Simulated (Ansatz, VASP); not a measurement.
# MgO2 in VASP and in Ansatz

Contents of POSCAR:

```
MgO2
1.0
    1.6047610160      0.9265092046      3.4939788749
   -1.6047610160      0.9265092046      3.4939788749
    0.0000000000     -1.8530184092      3.4939788749
Mg O
1 2
Direct
    0.0000000000      0.0000000000      0.0000000000
    0.4287860000      0.4287860000      0.4287860000
    0.5712140000      0.5712140000      0.5712140000
```

The input INCAR.step1:

```
SYSTEM = MgO2
PREC = Accurate
ENCUT = 750
ISMEAR = 0
SIGMA = 0.1
LREAL = .False.
LASPH = .True.
NELM = 120
GGA = PE
ALGO = Normal
EDIFF = 1E-5
LWAVE = .True.
LCHARG = .False.
GGA_COMPAT = .False.
IBRION = 2
ISIF = 3
EDIFFG = -0.005
NELMIN = 4
NSW = 100
```

File INCAR.step2:

```
SYSTEM = MgO2
PREC = Accurate
ENCUT = 750
EDIFF = 1E-7
ISMEAR = 0
SIGMA = 0.1
LREAL = .False.
LASPH = .True.
NELM = 120
ALGO = Normal
ISIF = 3
LWAVE = .False.
LCHARG = .False.
METAGGA = R2SCAN
LMIXTAU = .True.
IBRION = 2
NSW = 90
EDIFFG = -0.04
ISTART = 1
GGA_COMPAT = .False.
NELMIN = 4
```

The input KPOINTS:

```
regular mesh
0
Gamma
  6 6 6
  0 0 0
```

Input for Ansatz:

```yaml
crystal:
  lattice:
    - [1.604761016, 0.9265092046, 3.4939788749]
    - [-1.604761016, 0.9265092046, 3.4939788749]
    - [0.0, -1.8530184092, 3.4939788749]
  atoms:
    - { symbol: Mg, position: [0.0, 0.0, 0.0] }
    - { symbol: O, position: [0.428786, 0.428786, 0.428786] }
    - { symbol: O, position: [0.571214, 0.571214, 0.571214] }
basis:
  ecutwfc: 500
kpoints:
  mp_grid: { grid: [6, 6, 6] }
hamiltonian:
  xc: r2scan
scf:
  occupations: { method: gaussian, width: 0.1 }
  lower_state_search: "off"
output:
  forces: true
  stress: true
  eigenvalues: true
relax:
  adjacent_minimum: "off"
  f_tol: 0.04
  max_steps: 70
  cell: { stress_tol: 0.4 }
```

Alike in both runs: task relaxation of cell and atoms; functional r2SCAN; k mesh 6 × 6 × 6; occupations gaussian, width 0.1 eV; no spin polarisation.

```csv
,VASP,Ansatz
version,VASP 6.6.1,Ansatz 0.2.0
potentials or method,"VASP PAW PBE potentials, release 64 (Mg_sv, O), cutoff 750 eV","scalar-relativistic, plane waves, PAW"
valence electrons in the cell,22,22
```

VASP gave:

* gap on the k mesh at the Fermi level, each at its own relaxed structure (eV): 3.08
* relaxed volume (Å³/atom): 9.97
* relaxed length of the cell vector where the two differ most in proportion (Å): 3.912

**Question.** Estimate Ansatz's values.

**Answer.** gap on the k mesh at the Fermi level, each at its own relaxed structure (eV): 3.17; relaxed volume (Å³/atom): 9.96; relaxed length of the cell vector where the two differ most in proportion (Å): 3.910.

VASP's potentials were made for PBE, not for r2SCAN.
